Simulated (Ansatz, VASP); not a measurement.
## TaN: VASP beside Ansatz

```xyz
4
Lattice="3.0480 0.0000 0.0000 -1.5240 2.6396 0.0000 0.0000 0.0000 4.8688" Properties=species:S:1:pos:R:3 pbc="T T T"
Ta    0.0000    0.0000    0.0000
Ta    0.0000    0.0000    2.4344
N     0.0000    1.7598    1.2172
N     1.5240    0.8799    3.6516
```

Change from the starting cell: zz strain of -1 %, PAW files.

Alike in both runs: task electric field gradients; functional PBEsol; k mesh 9 × 9 × 5; occupations fermi-dirac, width 0.01 eV; no spin polarisation.

|  | VASP | Ansatz |
| --- | --- | --- |
| version | VASP 6.6.1 | Ansatz 0.2.0 |
| potentials or method | VASP PAW PBE potentials, release 64 (Ta_pv, N) | PAW with Ansatz's default frozen-core files, scalar-relativistic |
| plane-wave cutoff (eV) | 520 | 420 |
| valence electrons in the cell | 32 | 36 |

```csv
,VASP,Ansatz,Ansatz less VASP
pressure (GPa),56.9,55.1,-1.72
"traceless stress, the component that is largest in VASP (GPa)",59.46,58.84,-0.617
size of Vzz on the site where it differs most (V/Å²),173.7,198.7,+25.04
```

VASP's potentials were made for PBE, not for PBEsol. Both programs put the cell under a high pressure, so it lies far from rest at this level. VASP's potentials hold 32 valence electrons a cell and Ansatz's 36, so a difference there can come from the potentials and not from the codes.

Spin-orbit coupling is off throughout.
